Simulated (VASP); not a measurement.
# K16H (a cell with a defect) in VASP: single point with PBE

Aim: the single point of K16H (a cell with a defect) with PBE.

Everything below comes from runs of VASP 6.6.1. Logs are shortened: lines on timing, memory, paths and dates and some standing lists are left out, and cuts for length are marked.

## (1) The cell of the first run

The cell holds a defect, 17 atoms: a = 10.565 Å, b = 10.565 Å, c = 10.565 Å, α = 90.00°, β = 90.00°, γ = 90.00°.

## (2) Single point, PBE

Input file INCAR:

```
SYSTEM = K16H
ALGO = Normal
EDIFF = 1E-6
ENCUT = 400
GGA = PE
GGA_COMPAT = .FALSE.
ISIF = 2
ISMEAR = 0
LASPH = .TRUE.
LCHARG = .FALSE.
LREAL = .FALSE.
LWAVE = .FALSE.
NBANDS = 86
NELM = 120
PREC = Accurate
SIGMA = 0.1
```

Input file KPOINTS:

```
Automatic mesh
0
Gamma
  2 2 2
  0.5 0.5 0.5
```

Input file POSCAR:

```
K16H
1.0
   10.5652584730      0.0000000000      0.0000000000
    0.0000000000     10.5652584730      0.0000000000
    0.0000000000      0.0000000000     10.5652584730
K H
16 1
Direct
    0.0310980560      0.0310986239     -0.0000417406
    0.4506120709      0.0214431100     -0.0000485554
    0.0214426368      0.4506114083     -0.0000485554
    0.0055285917      0.0055277398      0.4999750847
    0.2562924520      0.2562920734      0.2457683365
    0.5058125188      0.5058120456     -0.0000395636
    0.4893759119     -0.0144863470      0.4999712987
    0.7361813267      0.2370896090      0.2489755463
   -0.0144847379      0.4893766691      0.4999713934
    0.2370892304      0.7361818000      0.2489731800
    0.2562699253      0.2562694521      0.7542221537
    0.5087053964      0.5087071001      0.4999647679
    0.7615167221      0.7615165328      0.2307770327
    0.7361849234      0.2370879999      0.7509496356
    0.2370877160      0.7361853967      0.7509520018
    0.7615216438      0.7615214545      0.7691607376
    0.2117810942      0.2117809049     -0.0000654030
```

Potentials or basis: VASP PAW PBE potentials, release 64 (K_sv, H).

Run with:

```console
$ cat potpaw_PBE.64/K_sv/POTCAR potpaw_PBE.64/H/POTCAR > POTCAR
$ mpirun -np 1 vasp_std > vasp.out
```

OUTCAR:

```text
SYSTEM = K16H
   EDIFF = 1E-6
   ENCUT = 400
   GGA = PE
   ISIF = 2
   ISMEAR = 0
   LASPH = .TRUE.
   LREAL = .FALSE.
   NELM = 120
   PREC = Accurate

 ion  position               nearest neighbor table
   1  0.031  0.031  1.000-
   2  0.451  0.021  1.000-
   3  0.021  0.451  1.000-
   4  0.006  0.006  0.500-
   5  0.256  0.256  0.246-
   6  0.506  0.506  1.000-
[... 9 lines left out ...]
  16  0.762  0.762  0.769-
  17  0.212  0.212  1.000-

  LATTYP: Found a simple cubic cell.
 ALAT       =    10.5652584730

  Lattice vectors:

 A1 = (  10.5652584730,   0.0000000000,   0.0000000000)
 A2 = (   0.0000000000,  10.5652584730,   0.0000000000)
 A3 = (   0.0000000000,   0.0000000000,  10.5652584730)

Analysis of symmetry for initial positions (statically):
=====================================================================
 Subroutine PRICEL returns:
 Original cell was already a primitive cell.

 Routine SETGRP: Setting up the symmetry group for a
 simple cubic supercell.

 Subroutine GETGRP returns: Found  2 space group operations
 (whereof  2 operations were pure point group operations)
 out of a pool of 48 trial point group operations.

The static configuration has the point symmetry C_1h.

Analysis of symmetry for dynamics (positions and initial velocities):
=====================================================================
 Subroutine PRICEL returns:
 Original cell was already a primitive cell.

 Routine SETGRP: Setting up the symmetry group for a
 simple cubic supercell.

 Subroutine GETGRP returns: Found  2 space group operations
 (whereof  2 operations were pure point group operations)
 out of a pool of 48 trial point group operations.

The dynamic configuration has the point symmetry C_1h.

 Subroutine INISYM returns: Found  2 space group operations
 (whereof  2 operations are pure point group operations),
 and found     1 'primitive' translations

----------------------------------------------------------------------------------------

                                     Primitive cell

  volume of cell :    1179.3437

  direct lattice vectors                    reciprocal lattice vectors
    10.565258473  0.000000000  0.000000000     0.094649838  0.000000000  0.000000000
     0.000000000 10.565258473  0.000000000     0.000000000  0.094649838  0.000000000
     0.000000000  0.000000000 10.565258473     0.000000000  0.000000000  0.094649838

  length of vectors
    10.565258473 10.565258473 10.565258473     0.094649838  0.094649838  0.094649838

  position of ions in fractional coordinates (direct lattice)
     0.031098056  0.031098624  0.999958259
     0.450612071  0.021443110  0.999951445
     0.021442637  0.450611408  0.999951445
     0.005528592  0.005527740  0.499975085
     0.256292452  0.256292073  0.245768336
     0.505812519  0.505812046  0.999960436
[... 9 lines left out ...]
     0.761521644  0.761521454  0.769160738
     0.211781094  0.211780905  0.999934597

  ion indices of the primitive-cell ions
   primitive index   ion index
                 1           1
                 2           2
                 3           3
                 4           4
                 5           5
                 6           6
[... 9 lines left out ...]
                16          16
                17          17

----------------------------------------------------------------------------------------

 KPOINTS: Automatic mesh

Automatic generation of k-mesh.
 Grid dimensions read from file:
 generate k-points for:    2    2    2

 Generating k-lattice:

  Cartesian coordinates                     Fractional coordinates (reciprocal lattice)
     0.047324919  0.000000000  0.000000000     0.500000000  0.000000000  0.000000000
     0.000000000  0.047324919  0.000000000     0.000000000  0.500000000  0.000000000
     0.000000000  0.000000000  0.047324919     0.000000000  0.000000000  0.500000000

  Length of vectors
     0.047324919  0.047324919  0.047324919

  Shift w.r.t. Gamma in fractional coordinates (k-lattice)
     0.500000000  0.500000000  0.500000000

 Subroutine IBZKPT returns following result:
 ===========================================

 Found      3 irreducible k-points:

 Following reciprocal coordinates:
            Coordinates               Weight
  0.250000  0.250000  0.250000      2.000000
 -0.250000  0.250000  0.250000      4.000000
 -0.250000 -0.250000  0.250000      2.000000
   k-points           NKPTS =      3   k-points in BZ     NKDIM =      3   number of bands    NBANDS=     86
   number of dos      NEDOS =    301   number of ions     NIONS =     17
   total plane-waves  NPLWV = 343000
   dimension x,y,z NGX =    70 NGY =   70 NGZ =   70
   dimension x,y,z NGXF=   140 NGYF=  140 NGZF=  140
   ions per type =              16   1
   NGX,Y,Z   is equivalent  to a cutoff of  11.01, 11.01, 11.01 a.u.
   NGXF,Y,Z  is equivalent  to a cutoff of  22.03, 22.03, 22.03 a.u.
 SYSTEM =  K16H
   PREC   = accura    normal or accurate (medium, high low for compatibility)
   ISTART =      0    job   : 0-new  1-cont  2-samecut
   ICHARG =      2    charge: 1-file 2-atom 10-const
   ISPIN  =      1    spin polarized calculation?
   LNONCOLLINEAR =      F non collinear calculations
   LSORBIT =      F    spin-orbit coupling
   LASPH  =      T    aspherical Exc in radial PAW
   ENCUT  =  400.0 eV  29.40 Ry    5.42 a.u.  17.23 17.23 17.23*2*pi/ulx,y,z
   NELM   =    120;   NELMIN=  2; NELMDL= -5     # of ELM steps
   EDIFF  = 0.1E-05   stopping-criterion for ELM
   LREAL  =      F    real-space projection
   EDIFFG = 0.1E-04   stopping-criterion for IOM
   NSW    =      0    number of steps for IOM
   IBRION =     -1    ionic relax: 0-MD 1-quasi-New 2-CG
   NFREE  =      0    steps in history (QN), initial steepest desc. (CG)
   ISIF   =      2    stress and relaxation
   ISYM   =      2    0-nonsym 1-usesym 2-fastsym
   POTIM  = 0.5000    time-step for ionic-motion
   TEBEG  =    0.0;   TEEND  =   0.0 temperature during run
   PSTRESS=    0.0 pullay stress
   NELECT =     145.0000    total number of electrons
   NUPDOWN=      -1.0000    fix difference up-down
   EMIN   =  10.00;   EMAX   =-10.00  energy-range for DOS
   EFERMI =   0.00;   METHOD = LEGACY
   ISMEAR =     0;   SIGMA  =   0.10  broadening in eV -4-tet -1-fermi 0-gaus
   EFERMI_NEDOS =   21; number of points for ismear=-14 and -15
   IALGO  =     38    algorithm
   IMIX   =      4    mixing-type and parameters
     AMIX     =   0.40;   BMIX     =  1.00
     AMIX_MAG =   1.60;   BMIX_MAG =  1.00
  volume/ion in A,a.u.               =      69.37       468.15
  Fermi-wavevector in a.u.,A,eV,Ry     =   0.814049  1.538330  9.016258  0.662676
  Thomas-Fermi vector in A             =   1.923886
   LORBIT       =      0    0 simple, 1 ext, 2 COOP (PROOUT), +10 PAW based schemes
   GGA     = PE    functional components
   LHFCALC =     F    Hartree Fock is set to
   AEXX    =    0.0000 exact exchange contribution
   IVDW    =     0    specifies the selected vdW correction
   LEPSILON=     F    determine dielectric tensor
   LRPA    =     F    only Hartree local field effects (RPA)
 non-spin polarized calculation
 Gauss-broadening in eV      SIGMA  =   0.10
  energy-cutoff  :      400.00
  volume of cell :     1179.34
 maximum number of plane-waves:     21428
 NGX is ok and might be reduce to    70
   NGX = 35   NGY = 35   NGZ = 35

 number of electron     144.9999974 magnetization

 Free energy of the ion-electron system (eV)
  ---------------------------------------------------
  ext. energy  EPLUGINS =         0.00000000
  ---------------------------------------------------
  free energy    TOTEN  =       -20.11814694 eV

  energy without entropy =      -20.01323320  energy(sigma->0) =      -20.06569007

 E-fermi :   0.0190     XC(G=0):  -5.6473

 val. band max:       -0.3505986885   @ k =  -0.2500   0.2500   0.2500
 cond. band min:       0.0727641596   @ k =  -0.2500   0.2500   0.2500
 fundamental gap:      0.4233628482
 Fermi energy:         0.0189738075

 k-point     1 :       0.2500    0.2500    0.2500
  band No.  band energies     occupation
      1     -32.3285      2.00000
      2     -32.3281      2.00000
      3     -32.3111      2.00000
      4     -32.2907      2.00000
      5     -32.2733      2.00000
      6     -32.2733      2.00000
[... 76 lines left out ...]
     83       1.1213      0.00000
     84       1.2204      0.00000

 k-point     2 :      -0.2500    0.2500    0.2500
  band No.  band energies     occupation
      1     -32.3285      2.00000
      2     -32.3281      2.00000
      3     -32.3111      2.00000
      4     -32.2907      2.00000
      5     -32.2734      2.00000
      6     -32.2732      2.00000
[... 76 lines left out ...]
     83       1.1234      0.00000
     84       1.2168      0.00000

 k-point     3 :      -0.2500   -0.2500    0.2500
  band No.  band energies     occupation
      1     -32.3285      2.00000
      2     -32.3281      2.00000
      3     -32.3111      2.00000
      4     -32.2907      2.00000
      5     -32.2733      2.00000
      6     -32.2733      2.00000
[... 76 lines left out ...]
     83       1.1213      0.00000
     84       1.2205      0.00000
 [bands above 84 left out]

------------------------ aborting loop because EDIFF is reached ----------------------------------------

  FORCE on cell =-STRESS in cart. coord.  units (eV):
  Direction    XX          YY          ZZ          XY          YZ          ZX
  --------------------------------------------------------------------------------------
  -------------------------------------------------------------------------------------
  Total       -0.4882227     -0.4882227     -0.6144390      0.3973237     -0.0004213     -0.0004220
  in kB       -0.6632667     -0.6632667     -0.8347357      0.5397774     -0.0005724     -0.0005733
  external PRESSURE =      -0.7204230 kB  Pullay stress =       0.0000000 kB

 VOLUME and BASIS-vectors are now :
 -----------------------------------------------------------------------------
  energy-cutoff  :      400.00
  volume of cell :     1179.34
      direct lattice vectors                 reciprocal lattice vectors
    10.565258473  0.000000000  0.000000000     0.094649838  0.000000000  0.000000000
     0.000000000 10.565258473  0.000000000     0.000000000  0.094649838  0.000000000
     0.000000000  0.000000000 10.565258473     0.000000000  0.000000000  0.094649838

 POSITION                                       TOTAL-FORCE (eV/Angst)
 -----------------------------------------------------------------------------------
      0.32856      0.32856     10.56482        -0.004003     -0.004003      0.000085
      4.76083      0.22655     10.56475         0.006621      0.000241      0.000082
      0.22655      4.76083     10.56475         0.000241      0.006621      0.000082
      0.05841      0.05840      5.28237        -0.002849     -0.002849     -0.000040
      2.70780      2.70779      2.59661        -0.001056     -0.001056      0.011458
      5.34404      5.34404     10.56484        -0.004405     -0.004405     -0.000015
[... 9 lines left out ...]
      8.04567      8.04567      8.12638        -0.000962     -0.000962      0.002241
      2.23752      2.23752     10.56457        -0.001777     -0.001777      0.000824
 -----------------------------------------------------------------------------------
    total drift:                                0.001397     -0.000805     -0.000038

  FREE ENERGIE OF THE ION-ELECTRON SYSTEM (eV)
  ---------------------------------------------------
  free  energy   TOTEN  =       -20.1181469381 eV

  energy  without entropy=      -20.0132331971  energy(sigma->0) =      -20.06569007
```

Run time: 3.1 min. Hardware: 1 thread of Intel Xeon 6975P-C (Granite Rapids), shared host; peak memory 0.75 GiB.

Results:

| Item | Value |
| --- | --- |
| Free energy | -20.1181 eV |
| Pressure | -0.1 GPa |
| Largest force | 0.013 eV/Å |
| Band gap on the k mesh | zero (an odd number of electrons rules out a gap without spin polarisation) |

Forces in eV/Å, atoms in the order of the input:
```
K   -0.004 -0.004  0.000
K    0.007  0.000  0.000
K    0.000  0.007  0.000
K   -0.003 -0.003  0.000
K   -0.001 -0.001  0.011
K   -0.004 -0.004  0.000
K    0.002  0.000  0.000
K    0.002  0.002 -0.001
K    0.000  0.002  0.000
K    0.002  0.002 -0.001
K   -0.001 -0.001 -0.012
K    0.001  0.001  0.000
K   -0.001 -0.001 -0.002
K    0.002  0.002  0.001
K    0.002  0.002  0.001
K   -0.001 -0.001  0.002
H   -0.002 -0.002  0.001
```

Stress tensor (GPa, compression positive):
```
-0.07  0.05  0.00
 0.05 -0.07  0.00
 0.00  0.00 -0.08
```

The gap in the log of VASP goes by the Fermi energy; the results here count the filled bands.